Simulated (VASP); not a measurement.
Write the native input for VASP 6.6.1 that does the following.

```yaml
Task: molecular dynamics
Functional: PBE
Dispersion: D3(BJ)
Potentials_or_basis: VASP PAW PBE potentials, release 64 (Ge_d, S, Sb, Si)
Cutoff: 350 eV
k_mesh: 1 × 1 × 1, shifted
Occupations: fermi-dirac, width 0.1637 eV
Spin: no spin polarisation
Dipole_correction: no
Mended: yes
Further_INCAR_settings: PREC = Normal; ALGO = Normal; EDIFF = 1e-05; ISYM = -1; MAXMIX = 40; IBRION = 0; POTIM = 3.0; NSW = 40
```

The structure of Si8GeSb3S2 lies in POSCAR:

```
Si8GeSb3S2
1.0
    6.9844320000     -0.0408370000     -0.0068710000
   -0.0408370000      6.8442120000     -0.2202700000
   -0.0068710000     -0.2202700000      7.0988770000
Ge S Sb Si
1 2 3 8
Direct
    0.4139507997      0.4265400386      0.5191666845
    0.4327642278      0.8214596080      0.4976587249
    0.2398557525      0.5616887790      0.1212247584
    0.9689828403      0.4833392761      0.5371801101
    0.2559078139      0.1770018651      0.1289898418
    0.8795962650      0.8470143610      0.3426577185
    0.2930262577      0.8638714485      0.2545674689
    0.6200945637      0.1029180517      0.1711721791
    0.9379104660      0.8222063208      0.8308327735
    0.8592877464      0.3763341369      0.1595274745
    0.1330445065      0.0320765027      0.6102002698
    0.8516936660      0.1770713505      0.7614502056
    0.2607645570      0.6523812486      0.7865883855
    0.6683519783      0.5440714823      0.8756381194
```

One way to write it, as run:

INCAR

```
ALGO = Normal
EDIFF = 1E-5
ENCUT = 350
GGA = PE
GGA_COMPAT = False
IBRION = 0
ISIF = 2
ISMEAR = -1
ISYM = -1
IVDW = 12
LANGEVIN_GAMMA = 30 30 30 30
LASPH = True
LCHARG = False
LREAL = False
LWAVE = False
MAXMIX = 40
MDALGO = 3
NELM = 120
NELMIN = 4
NSW = 40
POTIM = 3.0
PREC = Normal
RANDOM_SEED = 33354 0 0
SIGMA = 0.1637
TEBEG = 1900.0
TEEND = 1900.0
```

KPOINTS

```
explicit points
1
Reciprocal
  0.25000000   0.25000000   0.25000000 1
```

Potentials or basis: VASP PAW PBE potentials, release 64 (Ge_d, S, Sb, Si).

Run with:

```console
$ cat potpaw_PBE.64/Ge_d/POTCAR potpaw_PBE.64/S/POTCAR potpaw_PBE.64/Sb/POTCAR potpaw_PBE.64/Si/POTCAR > POTCAR
$ mpirun -np 1 vasp_std > vasp.out
```

Results of the run:

```yaml
Dispersion_energy_per_atom: -0.340 eV
```

Wall time 4.8 min on 1 thread of Intel(R) Xeon(R) Platinum 8559C (Emerald Rapids) (shared host), peak memory 0.23 GiB.
